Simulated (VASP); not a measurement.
# ScAl2 (Fd-3m) in VASP: further runs, part 3 of 3

VASP 6.6.1. Earlier steps stand in the parts before.

**5. Relaxation of cell and atoms, PBEsol**

This run uses another cell than the first one, of 17.97 Å³/atom, 1.010 times its volume.

Contents of INCAR:

```
SYSTEM = ScAl2
ALGO = Fast ; EDIFF = 1E-7
EDIFFG = -0.01 ; ENCUT = 600
GGA = PS ; IBRION = 2
ISIF = 3 ; ISMEAR = 0
LASPH = .TRUE. ; LCHARG = .FALSE.
LREAL = .FALSE. ; LWAVE = .FALSE.
NELM = 60 ; NSW = 80
PREC = Accurate ; SIGMA = 0.1
```

Contents of KPOINTS:

```
k-points
0
G
  4 4 4
  0 0 0
```

Contents of POSCAR:

```
ScAl2
1.0
    0.0000000000      3.7776526849      3.7776526849
    3.7776526849      0.0000000000      3.7776526849
    3.7776526849      3.7776526849      0.0000000000
Sc Al
2 4
Direct
    0.5000000000      0.5000000000      0.5000000000
    0.7500000000      0.7500000000      0.7500000000
    0.1250000000      0.1250000000      0.1250000000
    0.6250000000      0.1250000000      0.1250000000
    0.1250000000      0.6250000000      0.1250000000
    0.1250000000      0.1250000000      0.6250000000
```

Potentials or basis: VASP PAW PBE potentials, release 64 (Sc_sv, Al).

Started as:

```bash
$ cat potpaw_PBE.64/Sc_sv/POTCAR potpaw_PBE.64/Al/POTCAR > POTCAR
$ mpirun -np 1 vasp_std > vasp.out
```

OUTCAR:

```text
SYSTEM = ScAl2
   EDIFF = 1E-7
   EDIFFG = -0.01
   ENCUT = 600
   GGA = PS
   IBRION = 2
   ISIF = 3
   ISMEAR = 0
   LASPH = .TRUE.
   LREAL = .FALSE.
   NELM = 60
   NSW = 80
   PREC = Accurate

 ion  position               nearest neighbor table
   1  0.500  0.500  0.500-   5 3.13   4 3.13   3 3.13   3 3.13   3 3.13   6 3.13   6 3.13   4 3.13
                             5 3.13   4 3.13   5 3.13   6 3.13   2 3.27   2 3.27   2 3.27   2 3.27
   2  0.750  0.750  0.750-   3 3.13   4 3.13   5 3.13   4 3.13   4 3.13   5 3.13   3 3.13   5 3.13
                             6 3.13   3 3.13   6 3.13   6 3.13   1 3.27   1 3.27   1 3.27   1 3.27
   3  0.125  0.125  0.125-   4 2.67   5 2.67   6 2.67   6 2.67   5 2.67   4 2.67   1 3.13   2 3.13
                             1 3.13   2 3.13   1 3.13   2 3.13
   4  0.625  0.125  0.125-   3 2.67   6 2.67   5 2.67   3 2.67   5 2.67   6 2.67   2 3.13   1 3.13
                             2 3.13   1 3.13   1 3.13   2 3.13
   5  0.125  0.625  0.125-   3 2.67   6 2.67   3 2.67   4 2.67   6 2.67   4 2.67   1 3.13   2 3.13
                             2 3.13   1 3.13   1 3.13   2 3.13
   6  0.125  0.125  0.625-   3 2.67   3 2.67   4 2.67   5 2.67   5 2.67   4 2.67   1 3.13   2 3.13
                             1 3.13   2 3.13   1 3.13   2 3.13

  LATTYP: Found a face centered cubic cell.
 ALAT       =     7.5553053698

  Lattice vectors:

 A1 = (   0.0000000000,   3.7776526849,   3.7776526849)
 A2 = (   3.7776526849,   0.0000000000,   3.7776526849)
 A3 = (   3.7776526849,   3.7776526849,   0.0000000000)

Analysis of symmetry for initial positions (statically):
=====================================================================
 Subroutine PRICEL returns:
 Original cell was already a primitive cell.

 Routine SETGRP: Setting up the symmetry group for a
 face centered cubic supercell.

 Subroutine GETGRP returns: Found 48 space group operations
 (whereof 24 operations were pure point group operations)
 out of a pool of 48 trial point group operations.

The static configuration has the point symmetry T_d .
 The point group associated with its full space group is O_h .

Analysis of symmetry for dynamics (positions and initial velocities):
=====================================================================
 Subroutine PRICEL returns:
 Original cell was already a primitive cell.

 Routine SETGRP: Setting up the symmetry group for a
 face centered cubic supercell.

 Subroutine GETGRP returns: Found 48 space group operations
 (whereof 24 operations were pure point group operations)
 out of a pool of 48 trial point group operations.

The dynamic configuration has the point symmetry T_d .
 The point group associated with its full space group is O_h .

 Subroutine INISYM returns: Found 48 space group operations
 (whereof 24 operations are pure point group operations),
 and found     1 'primitive' translations

----------------------------------------------------------------------------------------

                                     Primitive cell

  volume of cell :     107.8192

  direct lattice vectors                    reciprocal lattice vectors
     0.000000000  3.777652685  3.777652685    -0.132357324  0.132357324  0.132357324
     3.777652685  0.000000000  3.777652685     0.132357324 -0.132357324  0.132357324
     3.777652685  3.777652685  0.000000000     0.132357324  0.132357324 -0.132357324

  length of vectors
     5.342407661  5.342407661  5.342407661     0.229249610  0.229249610  0.229249610

  position of ions in fractional coordinates (direct lattice)
[... 32 lines left out ...]
     0.057312402  0.057312402  0.057312402

  Shift w.r.t. Gamma in fractional coordinates (k-lattice)
     0.000000000  0.000000000  0.000000000

 Subroutine IBZKPT returns following result:
 ===========================================

 Found      8 irreducible k-points:

 Following reciprocal coordinates:
            Coordinates               Weight
  0.000000  0.000000  0.000000      1.000000
  0.250000  0.000000  0.000000      8.000000
  0.500000  0.000000  0.000000      4.000000
  0.250000  0.250000  0.000000      6.000000
  0.500000  0.250000  0.000000     24.000000
 -0.250000  0.250000  0.000000     12.000000
  0.500000  0.500000  0.000000      3.000000
 -0.250000  0.500000  0.250000      6.000000
   k-points           NKPTS =      8   k-points in BZ     NKDIM =      8   number of bands    NBANDS=     21
   number of dos      NEDOS =    301   number of ions     NIONS =      6
   total plane-waves  NPLWV = 110592
   dimension x,y,z NGX =    48 NGY =   48 NGZ =   48
   dimension x,y,z NGXF=    96 NGYF=   96 NGZF=   96
   ions per type =               2   4
   NGX,Y,Z   is equivalent  to a cutoff of  14.94, 14.94, 14.94 a.u.
   NGXF,Y,Z  is equivalent  to a cutoff of  29.87, 29.87, 29.87 a.u.
 SYSTEM =  ScAl2
   PREC   = accura    normal or accurate (medium, high low for compatibility)
   ISTART =      0    job   : 0-new  1-cont  2-samecut
   ICHARG =      2    charge: 1-file 2-atom 10-const
   ISPIN  =      1    spin polarized calculation?
   LNONCOLLINEAR =      F non collinear calculations
   LSORBIT =      F    spin-orbit coupling
   LASPH  =      T    aspherical Exc in radial PAW
   ENCUT  =  600.0 eV  44.10 Ry    6.64 a.u.  10.67 10.67 10.67*2*pi/ulx,y,z
   NELM   =     60;   NELMIN=  2; NELMDL= -5     # of ELM steps
   EDIFF  = 0.1E-06   stopping-criterion for ELM
   LREAL  =      F    real-space projection
   EDIFFG = -.1E-01   stopping-criterion for IOM
   NSW    =     80    number of steps for IOM
   IBRION =      2    ionic relax: 0-MD 1-quasi-New 2-CG
   NFREE  =      1    steps in history (QN), initial steepest desc. (CG)
   ISIF   =      3    stress and relaxation
   ISYM   =      2    0-nonsym 1-usesym 2-fastsym
   POTIM  = 0.5000    time-step for ionic-motion
   TEBEG  =    0.0;   TEEND  =   0.0 temperature during run
   PSTRESS=    0.0 pullay stress
   NELECT =      34.0000    total number of electrons
   NUPDOWN=      -1.0000    fix difference up-down
   EMIN   =  10.00;   EMAX   =-10.00  energy-range for DOS
   EFERMI =   0.00;   METHOD = LEGACY
   ISMEAR =     0;   SIGMA  =   0.10  broadening in eV -4-tet -1-fermi 0-gaus
   EFERMI_NEDOS =   21; number of points for ismear=-14 and -15
   IALGO  =     68    algorithm
   IMIX   =      4    mixing-type and parameters
     AMIX     =   0.40;   BMIX     =  1.00
     AMIX_MAG =   1.60;   BMIX_MAG =  1.00
  volume/ion in A,a.u.               =      17.97       121.27
  Fermi-wavevector in a.u.,A,eV,Ry     =   1.114301  2.105723 16.893895  1.241666
  Thomas-Fermi vector in A             =   2.250894
   LORBIT       =      0    0 simple, 1 ext, 2 COOP (PROOUT), +10 PAW based schemes
   GGA     = PS    functional components
   LHFCALC =     F    Hartree Fock is set to
   AEXX    =    0.0000 exact exchange contribution
   IVDW    =     0    specifies the selected vdW correction
   LEPSILON=     F    determine dielectric tensor
   LRPA    =     F    only Hartree local field effects (RPA)
 conjugate gradient relaxation of ions
 non-spin polarized calculation
 RMM-DIIS sequential band-by-band and
 Gauss-broadening in eV      SIGMA  =   0.10
  energy-cutoff  :      600.00
  volume of cell :      107.82
 maximum number of plane-waves:      3647
 NGX is ok and might be reduce to    48
   NGX = 21   NGY = 21   NGZ = 21

--------------------------------------- Ionic step        1  -------------------------------------------

 number of electron      33.9999998 magnetization

 Free energy of the ion-electron system (eV)
  ---------------------------------------------------
  ext. energy  EPLUGINS =         0.00000000
  ---------------------------------------------------
  free energy    TOTEN  =       -32.62843771 eV

  energy without entropy =      -32.61468756  energy(sigma->0) =      -32.62156264

------------------------ aborting loop because EDIFF is reached ----------------------------------------

  FORCE on cell =-STRESS in cart. coord.  units (eV):
  Direction    XX          YY          ZZ          XY          YZ          ZX
  --------------------------------------------------------------------------------------
  -------------------------------------------------------------------------------------
  Total       -0.5228289     -0.5228289     -0.5228289     -0.0000000      0.0000000      0.0000000
  in kB       -7.7691612     -7.7691612     -7.7691612     -0.0000000      0.0000000      0.0000000
  external PRESSURE =      -7.7691612 kB  Pullay stress =       0.0000000 kB
[... 67 lines left out ...]
--------------------------------------- Ionic step        3  -------------------------------------------

 number of electron      33.9999999 magnetization

 Free energy of the ion-electron system (eV)
  ---------------------------------------------------
  ext. energy  EPLUGINS =         0.00000000
  ---------------------------------------------------
  free energy    TOTEN  =       -32.63070003 eV

  energy without entropy =      -32.61695172  energy(sigma->0) =      -32.62382588

 E-fermi :   6.6042     XC(G=0): -10.4408

 val. band max:        6.5364155267   @ k =   0.5000   0.2500   0.0000
 cond. band min:       6.7692628212   @ k =   0.5000   0.5000   0.0000
 fundamental gap:      0.2328472945
 Fermi energy:         6.6041690719

 k-point     1 :       0.0000    0.0000    0.0000
  band No.  band energies     occupation
      1     -42.5952      2.00000
      2     -42.5535      2.00000
      3     -21.3726      2.00000
      4     -21.3726      2.00000
      5     -21.3726      2.00000
      6     -21.2604      2.00000
[... 214 lines left out ...]
  FREE ENERGIE OF THE ION-ELECTRON SYSTEM (eV)
  ---------------------------------------------------
  free  energy   TOTEN  =       -32.6307000343 eV

  energy  without entropy=      -32.6169517162  energy(sigma->0) =      -32.62382588

 reached required accuracy - stopping structural energy minimisation
```

It took 3.5 min on 1 thread of AMD EPYC 7R43 (Zen 3), shared host; peak memory 0.31 GiB.

Results:

```
Free energy                            : -32.6307 eV
Relaxed volume                         : 17.82 Å³/atom
Relaxed cell                           : a = 5.327 Å, b = 5.327 Å, c = 5.327 Å, α = 60.00°, β = 60.00°, γ = 60.00°
Space group after relaxing (to 0.05 Å) : Fd-3m (No. 227)
Energy gained by relaxing              : 0.4 meV/atom
Ionic steps                            : 3
Pressure after relaxing                : 0.0 GPa
Band gap on the k mesh                 : zero (band 17 reaches 7.18 eV, above the bottom of band 18 at 4.80 eV)
```

The path:
```
step  energy change (eV)  largest force (eV/Å)  pressure (GPa)  volume (Å³)
   1              0.0000                0.0000           -0.78       107.82
   2             -0.0018                0.0000            0.38       106.47
   3             -0.0023                0.0000            0.01       106.89
```

Final structure:
```
CELL_PARAMETERS angstrom
0.00000 3.76683 3.76683
3.76683 0.00000 3.76683
3.76683 3.76683 0.00000
ATOMIC_POSITIONS crystal
Sc 0.50000 0.50000 0.50000
Sc 0.75000 0.75000 0.75000
Al 0.12500 0.12500 0.12500
Al 0.62500 0.12500 0.12500
Al 0.12500 0.62500 0.12500
Al 0.12500 0.12500 0.62500
```

Levels at points of the mesh, in eV from the Fermi level:
```csv
k point,band 14,band 15,band 16,band 17,band 18,band 19,band 20,band 21
"(0.00, 0.00, 0.00)",-2.51,-2.51,-2.51,-1.80,-1.80,0.25,2.05,2.05
"(0.50, 0.00, 0.00)",-1.96,-1.96,-0.45,-0.24,-0.24,1.58,1.58,1.85
"(0.50, 0.50, 0.00)",-3.65,0.17,0.17,0.57,0.58,0.73,0.73,0.96
```

Caveat: the k points lie up to 0.36 Å⁻¹ apart in the final cell; the PAW data sets were made with another functional, which shifts forces and pressure a little.

**6. Single point, PBEsol**

Contents of INCAR:

```
PREC     = Accurate       # precision mode
ENCUT    = 520            # plane-wave cutoff, eV
EDIFF    = 1E-6           # SCF threshold, eV
ISMEAR   = 0              # smearing method
SIGMA    = 0.1            # smearing width, eV
LREAL    = False          # projectors in reciprocal space
LASPH    = True           # aspherical terms in the spheres
NELM     = 60             # most SCF steps
ALGO     = Normal         # electronic algorithm
ISIF     = 2              # what is computed and relaxed
LWAVE    = False          # write WAVECAR
LCHARG   = True           # write CHGCAR
GGA      = PS             # functional
LELF     = True           # ELF
LVHAR    = True         
NBANDS   = 26             # bands
```

Contents of KPOINTS:

```
regular mesh
0
Gamma
  8 8 8
```

POSCAR: that of step 5 with these lines changed.

```diff
@@ -2,5 +2,5 @@
 1.0
-    0.0000000000      3.7776526849      3.7776526849
-    3.7776526849      0.0000000000      3.7776526849
-    3.7776526849      3.7776526849      0.0000000000
+    0.0000000000      3.7634023311      3.7634023311
+    3.7634023311      0.0000000000      3.7634023311
+    3.7634023311      3.7634023311      0.0000000000
 Sc Al
```

Potentials or basis: VASP PAW PBE potentials, release 64 (Sc_sv, Al).

Started as:

```bash
$ cat potpaw_PBE.64/Sc_sv/POTCAR potpaw_PBE.64/Al/POTCAR > POTCAR
$ mpirun -np 1 vasp_std > vasp.out
```

It took 1.9 min on 1 thread of AMD EPYC 7R43 (Zen 3), shared host; peak memory 0.24 GiB.

Results (log left out):

```
Free energy            : -32.5129 eV
Pressure               : 0.1 GPa
Band gap on the k mesh : zero (band 17 reaches 7.21 eV, above the bottom of band 18 at 4.82 eV)
```

Levels at points of the mesh, in eV from the Fermi level:
```
           k point  band 15  band 16  band 17  band 18  band 19  band 20
(0.00, 0.00, 0.00)    -2.41    -2.41    -1.71    -1.71     0.36     2.16
(0.50, 0.00, 0.00)    -1.86    -0.35    -0.13    -0.13     1.69     1.69
(0.50, 0.50, 0.00)     0.27     0.27     0.68     0.68     0.83     0.83
```

Caveat: the PAW data sets were made with another functional, which shifts forces and pressure a little.

**7. Overview**

| task | cell | k mesh | cutoff (eV) | gap on the mesh (eV) | pressure (GPa) | relaxed volume (Å³/atom) |
| --- | --- | --- | --- | --- | --- | --- |
| single point | a = 5.324 Å, angles 60.0°, 6 atoms | 4 × 4 × 4 | 520 | none | 0.1 | - |
| relaxation of cell and atoms | relaxed from a = 5.342 Å, angles 60.0°, 6 atoms | 2 × 2 × 2 | 600 | none | 0.0 | 18.03 |
| single point | a = 5.322 Å, angles 60.0°, 6 atoms | 6 × 6 × 6 | 520 | none | 0.1 | - |
| relaxation of cell and atoms | relaxed from a = 5.342 Å, angles 60.0°, 6 atoms | 4 × 4 × 4 | 600 | none | 0.0 | 17.82 |
| single point | a = 5.322 Å, angles 60.0°, 6 atoms | 8 × 8 × 8 | 520 | none | 0.1 | - |

Alike in all rows: level PBEsol; potentials or basis VASP PAW PBE potentials, release 64 (Sc_sv, Al); no spin polarisation; smearing gaussian 0.1 eV.

Caveats: some runs use coarse meshes; the PAW data sets were made with another functional, which shifts forces and pressure a little.

Absolute energies hang on the potentials; compare differences alone.
